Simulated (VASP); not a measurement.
Write the native input for VASP 6.6.1 that does the following.

```
Task                   : single point
Functional             : LDA
Potentials or basis    : VASP PAW LDA potentials, release 64 (V_sv)
Cutoff                 : 520 eV
k mesh                 : 15 × 15 × 15
Occupations            : fermi-dirac, width 0.1 eV
Spin                   : no spin polarisation
Dipole correction      : no
Further INCAR settings : ALGO = Normal; EDIFF = 1e-06; NBANDS = 12
```

The structure of V lies in POSCAR:

```
V
1.0
    2.3155330012      0.0000000000      0.0000000000
    0.0000000000      2.3155330012      0.0000000000
    0.0000000000      0.0000000000      2.3155330012
V
1
Direct
    0.0000000000      0.0000000000      0.0000000000
```

This cell differs from its parent crystal: volume scaled by 0.92.

These files were run (other wordings do the same):

INCAR

```
SYSTEM = V
  PREC = Accurate
  ENCUT = 520
  EDIFF = 1E-6
  ISMEAR = -1
  SIGMA = 0.1
  LREAL = .False.
  LASPH = .True.
  NELM = 100
  ALGO = Normal
  ISIF = 2
  LWAVE = .False.
  LCHARG = .False.
  GGA = CA
  NBANDS = 12
```

KPOINTS

```
Automatic mesh
0
Gamma
  15 15 15
  0 0 0
```

Potentials or basis: VASP PAW LDA potentials, release 64 (V_sv).

The run is started by

```console
$ cat potpaw_LDA.64/V_sv/POTCAR > POTCAR
$ mpirun -np 1 vasp_std > vasp.out
```

Results of the run:

```yaml
Pressure: 17.6 GPa
```

Wall time 8.4 s on 1 thread of Intel Xeon 6975P-C, on a shared host, peak memory 0.12 GiB.
